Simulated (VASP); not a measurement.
# Ge3P2 (P-4m2) in VASP: relaxation of cell and atoms with PBE

Aim: the relaxation of cell and atoms of Ge3P2 with PBE.

Program: VASP 6.6.1. These are calculated values, not measurements. Logs are shortened: lines on timing, memory, paths and dates and some standing lists are left out, and cuts for length are marked.

**1. The cell of the first run**

The structure is tetragonal, space group P-4m2 (No. 115). Conventional cell: a = 3.803 Å, b = 3.803 Å, c = 7.299 Å, α = 90.00°, β = 90.00°, γ = 90.00°. Within 3.2 Å of Ge (site symmetry -4m2) lie 4 P at 2.42 Å. Ge (site symmetry -4m2) has 4 Ge at 2.69 Å and 4 P at 2.88 Å within 3.5 Å. Ge (site symmetry -4m2) has 4 Ge at 2.69 Å and 4 P at 2.88 Å within 3.5 Å. P (site symmetry 2mm) has 6 Ge at 2.42 to 2.88 Å within 3.2 Å.

**2. Relaxation of cell and atoms, PBE (atoms taken out)**

INCAR reads:

```
SYSTEM = Ge3P2
PREC = Accurate ; ENCUT = 600
EDIFF = 1E-7 ; ISMEAR = 0
SIGMA = 0.1 ; LREAL = .FALSE.
LASPH = .TRUE. ; NELM = 100
ALGO = Normal ; ISIF = 3
LWAVE = .FALSE. ; LCHARG = .FALSE.
GGA = PE ; IBRION = 2
NSW = 100 ; EDIFFG = -0.01
```

KPOINTS reads:

```
Automatic mesh
0
G
  10 10 6
  0 0 0
```

POSCAR reads:

```
Ge3P2
1.0
    3.8031484894      0.0000000000      0.0000000000
    0.0000000000      3.8031484894      0.0000000000
    0.0000000000      0.0000000000      7.2990808795
Ge P
3 2
Direct
    0.0000000000      0.0000000000      0.0000000000
    0.5000000000      0.5000000000      0.5000000000
    0.0000000000      0.0000000000      0.5000000000
    0.5000000000      0.0000000000      0.7958740821
    0.0000000000      0.5000000000      0.2041259179
```

Potentials or basis: VASP PAW PBE potentials, release 64 (Ge_d, P).

On the command line:

```
$ cat potpaw_PBE.64/Ge_d/POTCAR potpaw_PBE.64/P/POTCAR > POTCAR
$ mpirun -np 1 vasp_std > vasp.out
```

OUTCAR:

```text
SYSTEM = Ge3P2
   PREC = Accurate
   ENCUT = 600
   EDIFF = 1E-7
   ISMEAR = 0
   LREAL = .FALSE.
   LASPH = .TRUE.
   NELM = 100
   ISIF = 3
   GGA = PE
   IBRION = 2
   NSW = 100
   EDIFFG = -0.01

 ion  position               nearest neighbor table
   1  0.000  0.000  0.000-   4 2.42   5 2.42   5 2.42   4 2.42
   2  0.500  0.500  0.500-   3 2.69   3 2.69   3 2.69   3 2.69   4 2.88   5 2.88   5 2.88   4 2.88

   3  0.000  0.000  0.500-   2 2.69   2 2.69   2 2.69   2 2.69   5 2.88   5 2.88   4 2.88   4 2.88

   4  0.500  0.000  0.796-   1 2.42   1 2.42   3 2.88   2 2.88   2 2.88   3 2.88
   5  0.000  0.500  0.204-   1 2.42   1 2.42   3 2.88   2 2.88   3 2.88   2 2.88

  LATTYP: Found a simple tetragonal cell.
 ALAT       =     3.8031484894
 C/A-ratio  =     1.9192205878

  Lattice vectors:

 A1 = (   3.8031484894,   0.0000000000,   0.0000000000)
 A2 = (   0.0000000000,   3.8031484894,   0.0000000000)
 A3 = (   0.0000000000,   0.0000000000,   7.2990808795)

Analysis of symmetry for initial positions (statically):
=====================================================================
 Subroutine PRICEL returns:
 Original cell was already a primitive cell.

 Routine SETGRP: Setting up the symmetry group for a
 simple tetragonal supercell.

 Subroutine GETGRP returns: Found  8 space group operations
 (whereof  8 operations were pure point group operations)
 out of a pool of 16 trial point group operations.

The static configuration has the point symmetry D_2d.

Analysis of symmetry for dynamics (positions and initial velocities):
=====================================================================
 Subroutine PRICEL returns:
 Original cell was already a primitive cell.

 Routine SETGRP: Setting up the symmetry group for a
 simple tetragonal supercell.

 Subroutine GETGRP returns: Found  8 space group operations
 (whereof  8 operations were pure point group operations)
 out of a pool of 16 trial point group operations.

The dynamic configuration has the point symmetry D_2d.

 Subroutine INISYM returns: Found  8 space group operations
 (whereof  8 operations are pure point group operations),
 and found     1 'primitive' translations

----------------------------------------------------------------------------------------

                                     Primitive cell

  volume of cell :     105.5735

  direct lattice vectors                    reciprocal lattice vectors
[... 100 lines left out ...]
   ISYM   =      2    0-nonsym 1-usesym 2-fastsym
   POTIM  = 0.5000    time-step for ionic-motion
   TEBEG  =    0.0;   TEEND  =   0.0 temperature during run
   PSTRESS=    0.0 pullay stress
   NELECT =      52.0000    total number of electrons
   NUPDOWN=      -1.0000    fix difference up-down
   EMIN   =  10.00;   EMAX   =-10.00  energy-range for DOS
   EFERMI =   0.00;   METHOD = LEGACY
   ISMEAR =     0;   SIGMA  =   0.10  broadening in eV -4-tet -1-fermi 0-gaus
   EFERMI_NEDOS =   21; number of points for ismear=-14 and -15
   IALGO  =     38    algorithm
   IMIX   =      4    mixing-type and parameters
     AMIX     =   0.40;   BMIX     =  1.00
     AMIX_MAG =   1.60;   BMIX_MAG =  1.00
  volume/ion in A,a.u.               =      21.11       142.49
  Fermi-wavevector in a.u.,A,eV,Ry     =   1.292878  2.443186 22.742610  1.671535
  Thomas-Fermi vector in A             =   2.424559
   LORBIT       =      0    0 simple, 1 ext, 2 COOP (PROOUT), +10 PAW based schemes
   GGA     = PE    functional components
   LHFCALC =     F    Hartree Fock is set to
   AEXX    =    0.0000 exact exchange contribution
   IVDW    =     0    specifies the selected vdW correction
   LEPSILON=     F    determine dielectric tensor
   LRPA    =     F    only Hartree local field effects (RPA)
 conjugate gradient relaxation of ions
 non-spin polarized calculation
 Gauss-broadening in eV      SIGMA  =   0.10
  energy-cutoff  :      600.00
  volume of cell :      105.57
 maximum number of plane-waves:      3546
   NGX = 15   NGY = 15   NGZ = 29

--------------------------------------- Ionic step        1  -------------------------------------------

 number of electron      51.9999985 magnetization

 Free energy of the ion-electron system (eV)
  ---------------------------------------------------
  ext. energy  EPLUGINS =         0.00000000
  ---------------------------------------------------
  free energy    TOTEN  =       -22.50500459 eV

  energy without entropy =      -22.49475774  energy(sigma->0) =      -22.49988117

------------------------ aborting loop because EDIFF is reached ----------------------------------------

  FORCE on cell =-STRESS in cart. coord.  units (eV):
  Direction    XX          YY          ZZ          XY          YZ          ZX
  --------------------------------------------------------------------------------------
  -------------------------------------------------------------------------------------
  Total       -0.6380007     -0.6380007      0.9093673      0.0000000      0.0000000      0.0000000
  in kB       -9.6822662     -9.6822662     13.8005114      0.0000000      0.0000000      0.0000000
  external PRESSURE =      -1.8546737 kB  Pullay stress =       0.0000000 kB
[... 260 lines left out ...]
--------------------------------------- Ionic step        8  -------------------------------------------

 number of electron      51.9999961 magnetization

 Free energy of the ion-electron system (eV)
  ---------------------------------------------------
  ext. energy  EPLUGINS =         0.00000000
  ---------------------------------------------------
  free energy    TOTEN  =       -22.52887831 eV

  energy without entropy =      -22.51865587  energy(sigma->0) =      -22.52376709

 E-fermi :   5.3756     XC(G=0): -10.1027

 val. band max:        5.3683211928   @ k =   0.1000   0.1000   0.0000
 cond. band min:       5.3779392332   @ k =   0.2000   0.0000   0.5000
 fundamental gap:      0.0096180404
 Fermi energy:         5.3755729043

 k-point     1 :       0.0000    0.0000    0.0000
  band No.  band energies     occupation
      1     -19.6042      2.00000
      2     -19.5524      2.00000
      3     -19.5101      2.00000
      4     -19.5008      2.00000
      5     -19.5008      2.00000
      6     -19.4249      2.00000
[... 805 lines left out ...]
     30       8.6945      0.00000
     31       9.0935      0.00000

 [... further k-points ...]

------------------------ aborting loop because EDIFF is reached ----------------------------------------

  FORCE on cell =-STRESS in cart. coord.  units (eV):
  Direction    XX          YY          ZZ          XY          YZ          ZX
  --------------------------------------------------------------------------------------
  -------------------------------------------------------------------------------------
  Total        0.0379881      0.0379881      0.0479333      0.0000000      0.0000000      0.0000000
  in kB        0.5815561      0.5815561      0.7338068      0.0000000      0.0000000      0.0000000
  external PRESSURE =       0.6323064 kB  Pullay stress =       0.0000000 kB
[... 20 lines left out ...]
  FREE ENERGIE OF THE ION-ELECTRON SYSTEM (eV)
  ---------------------------------------------------
  free  energy   TOTEN  =       -22.5288783089 eV

  energy  without entropy=      -22.5186558721  energy(sigma->0) =      -22.52376709

 reached required accuracy - stopping structural energy minimisation
```

OSZICAR:

```text
N       E                     dE             d eps       ncg     rms          rms(c)
DAV:   1     0.508158689931E+03    0.50816E+03   -0.27798E+04  5910   0.426E+03
DAV:   2     0.669348174403E+02   -0.44122E+03   -0.43149E+03  5208   0.943E+02
DAV:   3    -0.177076201275E+02   -0.84642E+02   -0.83539E+02  6111   0.220E+02
[... 77 lines left out ...]
DAV:   4    -0.225288817368E+02    0.21765E-04   -0.75208E-05  6081   0.103E-01    0.178E-02
DAV:   5    -0.225288773192E+02    0.44176E-05   -0.22229E-05  7033   0.709E-02    0.693E-03
DAV:   6    -0.225288783951E+02   -0.10759E-05   -0.19484E-06  6697   0.274E-02    0.215E-03
DAV:   7    -0.225288782755E+02    0.11955E-06   -0.19213E-07  3984   0.120E-02    0.109E-03
DAV:   8    -0.225288783089E+02   -0.33370E-07   -0.11587E-07  3200   0.365E-03
   8 F= -.22528878E+02 E0= -.22523767E+02  d E =-.261366E-04
```

Wall time 68 min (1 thread of Intel Xeon 8259CL, shared host); peak memory 0.42 GiB.

Results:

* Free energy: -22.5289 eV
* Relaxed volume: 20.93 Å³/atom
* Relaxed cell: a = 3.742 Å, b = 3.742 Å, c = 7.473 Å, α = 90.00°, β = 90.00°, γ = 90.00°
* Space group after relaxing (to 0.1 Å): P-4m2 (No. 115)
* Energy gained by relaxing: 4.8 meV/atom
* Ionic steps: 8
* Pressure after relaxing: 0.1 GPa
* Largest force after relaxing: 0.006 eV/Å
* Band gap on the k mesh: zero (bands 26 and 27 overlap by 2.82 eV)

Forces on the atoms (eV/Å):
```
Ge   0.000  0.000  0.000
Ge   0.000  0.000  0.000
Ge   0.000  0.000  0.000
P    0.000  0.000 -0.006
P    0.000  0.000  0.006
```

Step by step:
| step | energy change (eV) | largest force (eV/Å) | pressure (GPa) | volume (Å³) |
| --- | --- | --- | --- | --- |
| 1 | 0.0000 | 0.0664 | -0.19 | 105.57 |
| 2 | -0.0136 | 0.0773 | -0.11 | 105.19 |
| 3 | -0.0226 | 0.0944 | 0.12 | 104.48 |
| 4 | -0.0227 | 0.0930 | 0.09 | 104.56 |
| 5 | -0.0227 | 0.0934 | 0.08 | 104.54 |
| 6 | -0.0236 | 0.0461 | 0.00 | 104.72 |
| 7 | -0.0238 | 0.0080 | -0.07 | 104.87 |
| 8 | -0.0239 | 0.0063 | 0.06 | 104.66 |

Final structure:
```
CELL_PARAMETERS angstrom
3.74232 0.00000 0.00000
0.00000 3.74232 0.00000
0.00000 0.00000 7.47283
ATOMIC_POSITIONS crystal
Ge 0.00000 0.00000 0.00000
Ge 0.50000 0.50000 0.50000
Ge 0.00000 0.00000 0.50000
P 0.50000 0.00000 0.79870
P 0.00000 0.50000 0.20130
```

Levels at points of the mesh, in eV from the Fermi level:
```tsv
k point	band 24	band 25	band 26	band 27	band 28	band 29
(0.00, 0.00, 0.00)	-1.27	-1.27	-0.04	-0.04	0.82	1.90
(0.50, 0.00, 0.00)	-0.77	-0.52	-0.38	1.20	1.39	2.10
(0.50, 0.50, 0.00)	-2.89	-2.03	-2.03	-1.87	1.26	2.46
(0.00, 0.00, 0.50)	-2.15	-0.55	-0.23	1.03	1.03	1.66
(0.50, 0.00, 0.50)	-2.01	-0.36	0.95	1.13	2.01	2.07
(0.50, 0.50, 0.50)	-3.41	-1.46	-1.46	-1.42	-0.65	1.77
```

Caveat: the cell differs from its parent crystal (atoms taken out).
